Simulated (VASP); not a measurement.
# In (P6_3/mmc) in VASP: notebook

The runs below take In through single point, with LDA.

All numbers are computed with VASP 6.6.1; they aren't measurements. Logs are shortened: lines on timing, memory, paths and dates and some standing lists are left out, and cuts for length are marked.

## 1. The cell of the first run

The structure is hexagonal, space group P6_3/mmc (No. 194). The conventional cell has a = 3.521 Å, b = 3.521 Å, c = 4.943 Å, α = 90.00°, β = 90.00°, γ = 120.00°. Within 4.2 Å of In (site symmetry -6m2) lie 12 In at 3.20 to 3.52 Å.

This isn't the form of In at room conditions, which is tetragonal.

## 2. Single point, LDA

INCAR reads:

```
SYSTEM = In
ALGO = Fast ; EDIFF = 1E-6
ENCUT = 520 ; GGA = CA
ISIF = 2 ; ISMEAR = 0
LASPH = .True. ; LCHARG = .False.
LREAL = .False. ; LWAVE = .False.
NBANDS = 20 ; NELM = 60
PREC = Accurate ; SIGMA = 0.15
```

KPOINTS reads:

```
k-points
0
Gamma
  18 18 10
  0 0 0
```

POSCAR reads:

```
In
1.0
    3.5211618537      0.0000000000      0.0000000000
   -1.7605809269      3.0494156162      0.0000000000
    0.0000000000      0.0000000000      4.9434482211
In
2
Direct
    0.3333333333      0.6666666667      0.2500000000
    0.6666666667      0.3333333333      0.7500000000
```

Potentials or basis: VASP PAW LDA potentials, release 64 (In_d).

Run with:

```sh
$ cat potpaw_LDA.64/In_d/POTCAR > POTCAR
$ mpirun -np 1 vasp_std > vasp.out
```

OUTCAR:

```text
SYSTEM = In
   EDIFF = 1E-6
   ENCUT = 520
   GGA = CA
   ISIF = 2
   ISMEAR = 0
   LASPH = .True.
   LREAL = .False.
   NELM = 60
   PREC = Accurate

 ion  position               nearest neighbor table
   1  0.333  0.667  0.250-   2 3.20   2 3.20   2 3.20   2 3.20   2 3.20   2 3.20
   2  0.667  0.333  0.750-   1 3.20   1 3.20   1 3.20   1 3.20   1 3.20   1 3.20

  LATTYP: Found a hexagonal cell.
 ALAT       =     3.5211618537
 C/A-ratio  =     1.4039253026

  Lattice vectors:

 A1 = (   3.5211618537,   0.0000000000,   0.0000000000)
 A2 = (  -1.7605809269,   3.0494156162,   0.0000000000)
 A3 = (   0.0000000000,   0.0000000000,   4.9434482211)

Analysis of symmetry for initial positions (statically):
=====================================================================
 Subroutine PRICEL returns:
 Original cell was already a primitive cell.

 Routine SETGRP: Setting up the symmetry group for a
 hexagonal supercell.

 Subroutine GETGRP returns: Found 24 space group operations
 (whereof 12 operations were pure point group operations)
 out of a pool of 24 trial point group operations.

The static configuration has the point symmetry D_3d.
 The point group associated with its full space group is D_6h.

Analysis of symmetry for dynamics (positions and initial velocities):
=====================================================================
 Subroutine PRICEL returns:
 Original cell was already a primitive cell.

 Routine SETGRP: Setting up the symmetry group for a
 hexagonal supercell.

 Subroutine GETGRP returns: Found 24 space group operations
 (whereof 12 operations were pure point group operations)
 out of a pool of 24 trial point group operations.

The dynamic configuration has the point symmetry D_3d.
 The point group associated with its full space group is D_6h.

 Subroutine INISYM returns: Found 24 space group operations
 (whereof 12 operations are pure point group operations),
 and found     1 'primitive' translations

----------------------------------------------------------------------------------------

                                     Primitive cell

  volume of cell :      53.0802

  direct lattice vectors                    reciprocal lattice vectors
     3.521161854  0.000000000  0.000000000     0.283997170  0.163965842  0.000000000
    -1.760580927  3.049415616  0.000000000     0.000000000  0.327931685  0.000000000
     0.000000000  0.000000000  4.943448221     0.000000000  0.000000000  0.202287949

  length of vectors
     3.521161854  3.521161854  4.943448221     0.327931685  0.327931685  0.202287949
[... 68 lines left out ...]
   ions per type =               2
   NGX,Y,Z   is equivalent  to a cutoff of  13.22, 13.22, 13.45 a.u.
   NGXF,Y,Z  is equivalent  to a cutoff of  26.44, 26.44, 26.90 a.u.
 SYSTEM =  In
   PREC   = accura    normal or accurate (medium, high low for compatibility)
   ISTART =      0    job   : 0-new  1-cont  2-samecut
   ICHARG =      2    charge: 1-file 2-atom 10-const
   ISPIN  =      1    spin polarized calculation?
   LNONCOLLINEAR =      F non collinear calculations
   LSORBIT =      F    spin-orbit coupling
   LASPH  =      T    aspherical Exc in radial PAW
   ENCUT  =  520.0 eV  38.22 Ry    6.18 a.u.   6.55  6.55  9.19*2*pi/ulx,y,z
   NELM   =     60;   NELMIN=  2; NELMDL= -5     # of ELM steps
   EDIFF  = 0.1E-05   stopping-criterion for ELM
   LREAL  =      F    real-space projection
[... 7 lines left out ...]
   TEBEG  =    0.0;   TEEND  =   0.0 temperature during run
   PSTRESS=    0.0 pullay stress
   NELECT =      26.0000    total number of electrons
   NUPDOWN=      -1.0000    fix difference up-down
   EMIN   =  10.00;   EMAX   =-10.00  energy-range for DOS
   EFERMI =   0.00;   METHOD = LEGACY
   ISMEAR =     0;   SIGMA  =   0.15  broadening in eV -4-tet -1-fermi 0-gaus
   EFERMI_NEDOS =   21; number of points for ismear=-14 and -15
   IALGO  =     68    algorithm
   IMIX   =      4    mixing-type and parameters
     AMIX     =   0.40;   BMIX     =  1.00
     AMIX_MAG =   1.60;   BMIX_MAG =  1.00
  volume/ion in A,a.u.               =      26.54       179.10
  Fermi-wavevector in a.u.,A,eV,Ry     =   1.290491  2.438675 22.658704  1.665368
  Thomas-Fermi vector in A             =   2.422320
   LORBIT       =      0    0 simple, 1 ext, 2 COOP (PROOUT), +10 PAW based schemes
   GGA     = CA    functional components
   LHFCALC =     F    Hartree Fock is set to
   AEXX    =    0.0000 exact exchange contribution
   IVDW    =     0    specifies the selected vdW correction
   LEPSILON=     F    determine dielectric tensor
   LRPA    =     F    only Hartree local field effects (RPA)
 non-spin polarized calculation
 RMM-DIIS sequential band-by-band and
 Gauss-broadening in eV      SIGMA  =   0.15
  energy-cutoff  :      520.00
  volume of cell :       53.08
 maximum number of plane-waves:      1467
 NGX is ok and might be reduce to    28

 number of electron      26.0000007 magnetization

 Free energy of the ion-electron system (eV)
  ---------------------------------------------------
  ext. energy  EPLUGINS =         0.00000000
  ---------------------------------------------------
  free energy    TOTEN  =        -6.36651874 eV

  energy without entropy =       -6.35896940  energy(sigma->0) =       -6.36274407

 E-fermi :   7.0434     XC(G=0): -10.4461

 val. band max:        7.0367032784   @ k =   0.5000  -0.0000   0.2000
 cond. band min:       7.0726671875   @ k =   0.3333   0.2778   0.5000
 fundamental gap:      0.0359639091
 Fermi energy:         7.0433772973

 k-point     1 :       0.0000    0.0000    0.0000
  band No.  band energies     occupation
      1      -7.5721      2.00000
      2      -7.4845      2.00000
      3      -7.4845      2.00000
      4      -7.4502      2.00000
      5      -7.4502      2.00000
      6      -7.4068      2.00000
[... 541 lines left out ...]
     19      15.0169      0.00000
     20      15.5959      0.00000

 [... further k-points ...]
[... 5 lines left out ...]
  --------------------------------------------------------------------------------------
  -------------------------------------------------------------------------------------
  Total       -0.8459907     -0.8459907     -0.5170615      0.0000000     -0.0000000      0.0000000
  in kB      -25.5354541    -25.5354541    -15.6070267      0.0000000     -0.0000000      0.0000000
  external PRESSURE =     -22.2259783 kB  Pullay stress =       0.0000000 kB

 VOLUME and BASIS-vectors are now :
 -----------------------------------------------------------------------------
  energy-cutoff  :      520.00
  volume of cell :       53.08
      direct lattice vectors                 reciprocal lattice vectors
     3.521161854  0.000000000  0.000000000     0.283997170  0.163965842  0.000000000
    -1.760580927  3.049415616  0.000000000     0.000000000  0.327931685  0.000000000
     0.000000000  0.000000000  4.943448221     0.000000000  0.000000000  0.202287949

 POSITION                                       TOTAL-FORCE (eV/Angst)
 -----------------------------------------------------------------------------------
     -0.00000      2.03294      1.23586         0.000000     -0.000000      0.000000
      1.76058      1.01647      3.70759        -0.000000      0.000000      0.000000
 -----------------------------------------------------------------------------------
    total drift:                               -0.000000      0.000000     -0.000000

  FREE ENERGIE OF THE ION-ELECTRON SYSTEM (eV)
  ---------------------------------------------------
  free  energy   TOTEN  =        -6.3665187383 eV

  energy  without entropy=       -6.3589693968  energy(sigma->0) =       -6.36274407
```

It took 6.7 min on 1 thread of Intel Xeon 8259CL, shared host; peak memory 0.3 GiB.

What came out:

| Property | Result |
| --- | --- |
| Free energy | -6.3665 eV |
| Pressure | -2.2 GPa |
| Band gap on the k mesh | zero (bands 13 and 14 overlap by 8.19 eV) |

Levels at points of the mesh, in eV from the Fermi level:
| k point | band 9 | band 10 | band 11 | band 12 | band 13 | band 14 | band 15 | band 16 | band 17 | band 18 |
| --- | --- | --- | --- | --- | --- | --- | --- | --- | --- | --- |
| (0.00, 0.00, 0.00) | -14.20 | -14.20 | -9.48 | -2.65 | -2.64 | 6.30 | 6.30 | 8.53 | 8.53 | 9.64 |
| (0.50, 0.00, 0.00) | -14.24 | -14.14 | -5.53 | -4.54 | 1.10 | 1.11 | 1.64 | 2.68 | 3.37 | 6.36 |
| (0.00, 0.00, 0.50) | -14.27 | -14.27 | -7.80 | -7.80 | 5.60 | 5.60 | 7.62 | 7.62 | 7.62 | 7.62 |
| (0.50, 0.00, 0.50) | -14.22 | -14.22 | -3.95 | -3.95 | -2.60 | -2.60 | 4.65 | 4.65 | 6.62 | 6.62 |

Caveat: spin-orbit coupling is left out, which moves the levels of the heavy elements.

## 3. Single point, LDA

This run uses another cell than the first one, of the same volume but with other edges.

INCAR reads:

```
PREC = Accurate
ENCUT = 520
EDIFF = 1E-7
ISMEAR = 0
SIGMA = 0.15
LREAL = False
LASPH = True
NELM = 80
ALGO = Fast
ISIF = 2
LWAVE = False
LCHARG = False
NBANDS = 20
```

KPOINTS reads:

```
Automatic mesh
0
Gamma
  18 18 10
```

POSCAR reads:

```
In
1.0
    3.1388113537      0.0000000000      0.0000000000
   -1.5694056768      2.7182903700      0.0000000000
    0.0000000000      0.0000000000      6.2211623712
In
2
Direct
    0.3333333333      0.6666666667      0.2500000000
    0.6666666667      0.3333333333      0.7500000000
```

Potentials or basis: VASP PAW LDA potentials, release 64 (In_d).

Run with:

```sh
$ cat potpaw_LDA.64/In_d/POTCAR > POTCAR
$ mpirun -np 1 vasp_std > vasp.out
```

Run time: 5 min. Hardware: 1 thread of Intel Xeon 8259CL, shared host; peak memory 0.29 GiB.

The run converged. Its results:

```
Free energy            : -6.3029 eV
Pressure               : -1.5 GPa
Band gap on the k mesh : zero (bands 13 and 14 overlap by 5.08 eV)
```

Stress tensor (GPa, compression positive):
```
 0.10  0.00  0.00
 0.00  0.10  0.00
 0.00  0.00 -4.56
```

Levels at points of the mesh, in eV from the Fermi level:
```tsv
k point	band 9	band 10	band 11	band 12	band 13	band 14	band 15	band 16	band 17	band 18
(0.00, 0.00, 0.00)	-14.28	-14.28	-9.53	-6.30	-3.76	6.04	9.76	10.79	10.79	12.16
(0.50, 0.00, 0.00)	-14.13	-14.13	-4.04	-3.64	-0.89	-0.89	1.10	2.87	5.72	8.38
(0.00, 0.00, 0.50)	-14.31	-14.31	-8.51	-8.51	0.49	0.49	11.48	11.48	11.48	11.48
(0.50, 0.00, 0.50)	-14.13	-14.13	-3.09	-3.09	-2.62	-2.62	4.53	4.53	6.76	6.76
```

Caveat: spin-orbit coupling is left out, which moves the levels of the heavy elements.

(Continued in part 2 of 2.)
